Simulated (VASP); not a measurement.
Here is a VASP 6.6.1 calculation.

File INCAR:

```
  PREC = Accurate
  ENCUT = 520
  EDIFF = 1E-6
  ISMEAR = 0
  SIGMA = 0.02
  LREAL = False
  LASPH = True
  NELM = 80
  ALGO = Normal
  ISIF = 2
  LWAVE = False
  LCHARG = False
  GGA = PE
  NBANDS = 10
```

KPOINTS

```
regular mesh
0
Gamma
  6 6 6
```

The input POSCAR:

```
H
1.0
    3.7839871576      0.0000000000      0.0000000000
    0.0000000000      3.7839871576      0.0000000000
    0.0000000000      0.0000000000      4.5193938126
H
4
Direct
    0.0000000000      0.0000000000      0.9169381930
    0.0000000000      0.0000000000      0.0830618070
    0.5000000000      0.5000000000      0.4169381930
    0.5000000000      0.5000000000      0.5830618070
```

Potentials or basis: VASP PAW PBE potentials, release 64 (H).

Launch:

```bash
$ cat potpaw_PBE.64/H/POTCAR > POTCAR
$ mpirun -np 1 vasp_std > vasp.out
```

Q: What does it give for the pressure?

A: -0.2 GPa.

Q: Predict the band gap on the k mesh.

A: 9.27 eV.

Q: What does it give for the largest force?

A: 0.012 eV/Å.

Forces in eV/Å, atoms in the order of the input:
```
H    0.000  0.000  0.012
H    0.000  0.000 -0.012
H    0.000  0.000  0.012
H    0.000  0.000 -0.012
```

Caveat: the cell differs from its parent crystal (biaxial strain in the a-b plane: +2.0 %, then relaxed in part); this functional lacks dispersion, which holds the molecules together, so the pressure and a relaxed volume are unreliable. A k mesh can miss the band edges.
